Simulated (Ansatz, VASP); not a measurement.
## Cu in VASP and in Ansatz

File INCAR:

```
PREC = Accurate ; ENCUT = 520
EDIFF = 1E-6 ; ISMEAR = 0
SIGMA = 0.15 ; LREAL = F
LASPH = T ; NELM = 100
ALGO = Fast ; ISIF = 2
LWAVE = F ; LCHARG = F
GGA = PS ; NBANDS = 18
```

KPOINTS

```
regular mesh
0
Gamma
  30 30 16
```

Contents of POSCAR:

```
Cu
1.0
    2.7152243722      0.0000000000      0.0000000000
   -1.3576121861      2.3514532833      0.0000000000
    0.0000000000      0.0000000000      3.5475122113
Cu
2
Direct
    0.3333333333      0.6666666667      0.2500000000
    0.6666666667      0.3333333333      0.7500000000
```

Input for Ansatz:

```yaml
crystal:
  lattice:
    - [2.7152243722, 0.0, 0.0]
    - [-1.3576121861, 2.3514532833, 0.0]
    - [0.0, 0.0, 3.5475122113]
  atoms:
    - { symbol: Cu, position: [0.3333333333, 0.6666666667, 0.25] }
    - { symbol: Cu, position: [0.6666666667, 0.3333333333, 0.75] }
basis:
  ecutwfc: 420
kpoints:
  mp_grid: { grid: [30, 30, 16] }
hamiltonian:
  xc: pbesol
scf:
  occupations: { method: gaussian, width: 0.15 }
output:
  forces: true
  stress: true
  eigenvalues: true
```

Alike in both runs: task single point; functional PBEsol; k mesh 30 × 30 × 16; occupations gaussian, width 0.15 eV; no spin polarisation.

|  | VASP | Ansatz |
| --- | --- | --- |
| version | VASP 6.6.1 | Ansatz 0.2.0 |
| potentials or method | VASP PAW PBE potentials, release 64 (Cu), cutoff 520 eV | scalar-relativistic, plane waves, PAW |
| valence electrons in the cell | 22 | 38 |

|  | VASP | Ansatz | Ansatz less VASP |
| --- | --- | --- | --- |
| gap on the k mesh at the Fermi level (eV) | none | none | - |
| pressure (GPa) | 8.4 | 7.8 | -0.57 |
| traceless stress, the component that is largest in VASP (GPa) | 20.19 | 20.30 | +0.106 |

VASP's potentials were made for PBE, not for PBEsol. A gap of «none» marks a metal or a gap that the smearing closes. The functional is the same, so the differences come from potentials, cutoffs and numerics. VASP's potentials hold 22 valence electrons a cell and Ansatz's 38, so a difference there can come from the potentials and not from the codes.
